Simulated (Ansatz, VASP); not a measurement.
ZrB: VASP beside Ansatz

File INCAR:

```
SYSTEM = ZrB
PREC     = Accurate       ! precision mode
ENCUT    = 520            ! plane-wave cutoff, eV
EDIFF    = 1E-6           ! SCF threshold, eV
ISMEAR   = 0              ! smearing method
SIGMA    = 0.15           ! smearing width, eV
LREAL    = .FALSE.        ! projectors in reciprocal space
LASPH    = .TRUE.         ! aspherical terms in the spheres
NELM     = 100            ! most SCF steps
ALGO     = Normal         ! electronic algorithm
ISIF     = 2              ! what is computed and relaxed
LWAVE    = .FALSE.        ! write WAVECAR
LCHARG   = .FALSE.        ! write CHGCAR
GGA      = CA             ! functional
NBANDS   = 14             ! bands
```

Contents of KPOINTS:

```
Automatic mesh
0
G
  16 16 16
  0 0 0
```

POSCAR

```
ZrB
1.0
    0.0000000000      2.4153850465      2.1496926914
    2.5281835282      0.0000000000      2.1496926914
    2.5281835282      2.4153850465      0.0000000000
Zr B
1 1
Direct
    0.0000000000      0.0000000000      0.0000000000
    0.5000000000      0.5000000000      0.5000000000
```

Input for Ansatz:

```yaml
crystal:
  lattice:
    - [0.0, 2.4153850465, 2.1496926914]
    - [2.5281835282, 0.0, 2.1496926914]
    - [2.5281835282, 2.4153850465, 0.0]
  atoms:
    - { symbol: Zr, position: [0.0, 0.0, 0.0] }
    - { symbol: B, position: [0.5, 0.5, 0.5] }
basis:
  ecutwfc: 520.0
kpoints:
  mp_grid: { grid: [16, 16, 16] }
hamiltonian:
  xc: lda
scf:
  occupations: { method: gaussian, width: 0.15 }
output:
  forces: true
  stress: true
  eigenvalues: true
```

Change from the starting cell: normal strain along x +0.0467, normal strain along z -0.1100.

Alike in both runs: task single point; functional LDA; k mesh 16 × 16 × 16; occupations gaussian, width 0.15 eV; no spin polarisation.

|  | VASP | Ansatz |
| --- | --- | --- |
| version | VASP 6.6.1 | Ansatz 0.2.0 |
| potentials or method | VASP PAW LDA potentials, release 64 (Zr_sv, B), cutoff 520 eV | scalar-relativistic, plane waves, PAW |
| valence electrons in the cell | 15 | 15 |

```tsv
	VASP	Ansatz	Ansatz less VASP
gap on the k mesh at the Fermi level (eV)	none	none	-
pressure (GPa)	18.4	18.0	-0.37
traceless stress, the component that is largest in VASP (GPa)	33.61	33.58	-0.026
```

LDA's correlation is that of Perdew and Zunger in VASP and of Perdew and Wang (1992) in Ansatz. A gap of «none» marks a metal or a gap that the smearing closes.
